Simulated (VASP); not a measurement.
Here is a VASP 6.6.1 calculation.

Contents of INCAR:

```
SYSTEM = InP
PREC = Accurate
ENCUT = 500
EDIFF = 1E-6
ISMEAR = 0
SIGMA = 0.01
LREAL = .FALSE.
LASPH = .TRUE.
NELM = 120
ALGO = Normal
ISIF = 2
LWAVE = .FALSE.
LCHARG = .FALSE.
GGA = PE
NBANDS = 16
ISYM = 0
GGA_COMPAT = .FALSE.
```

KPOINTS

```
Automatic mesh
0
Gamma
  6 6 6
  0.5 0.5 0.5
```

Contents of POSCAR:

```
InP
1.0
    0.0000000000      2.9305000000      2.9305000000
    2.9305000000      0.0000000000      2.9305000000
    2.9305000000      2.9305000000      0.0000000000
In P
1 1
Direct
    0.0000000000      0.0000000000      0.0000000000
    0.7500000000      0.7500000000      0.7500000000
```

Potentials or basis: VASP PAW PBE potentials, release 64 (In_d, P).

The run is started by

```bash
$ cat potpaw_PBE.64/In_d/POTCAR potpaw_PBE.64/P/POTCAR > POTCAR
$ mpirun -np 1 vasp_std > vasp.out
```

(1) What does it give for the band gap on the k mesh?

(2) Predict the pressure.

Answers

(1) 1.46 eV.

(2) 3.3 GPa.

Caveat: the cell stands under pressure; spin-orbit coupling is left out, which moves the levels of the heavy elements; a shifted mesh leaves out Γ, where band edges can lie.
